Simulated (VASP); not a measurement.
Ge, 2 atoms in the cell. Symmetry: Pmmn, No. 59, orthorhombic system. Conventional cell: a = 2.765 Å, b = 5.039 Å, c = 2.643 Å, α = 90.00°, β = 90.00°, γ = 90.00°. Within 3.5 Å of Ge (site symmetry mm2) lie 8 Ge at 2.64 to 2.89 Å.  This cell differs from its parent crystal: mode 5 (55.6 1/cm) frozen in, largest displacement +0.150 Å.

| Property | Result |
| --- | --- |
| Program | VASP 6.6.1 |
| Task | single point |
| Functional | PBEsol |
| Potentials or basis | VASP PAW PBE potentials, release 64 (Ge_d) |
| Cutoff | 520 eV |
| k mesh | 22 × 22 × 12 |
| Occupations | gaussian, width 0.15 eV |
| Spin | no spin polarisation |
| Dipole correction | no |
| Further INCAR settings | ALGO = Normal; EDIFF = 1e-06; NBANDS = 21 |

Potentials or basis: VASP PAW PBE potentials, release 64 (Ge_d).

Run with:

```bash
$ cat potpaw_PBE.64/Ge_d/POTCAR > POTCAR
$ mpirun -np 1 vasp_std > vasp.out
```

Hardware: 1 thread of Intel(R) Xeon(R) Platinum 8488C (Sapphire Rapids), on a shared host.

Estimate the wall time of this run.

Wall time 11 min on 1 thread of Intel(R) Xeon(R) Platinum 8488C (Sapphire Rapids), on a shared host, peak memory 0.64 GiB. Counts: scf iterations 10, k points 1008.
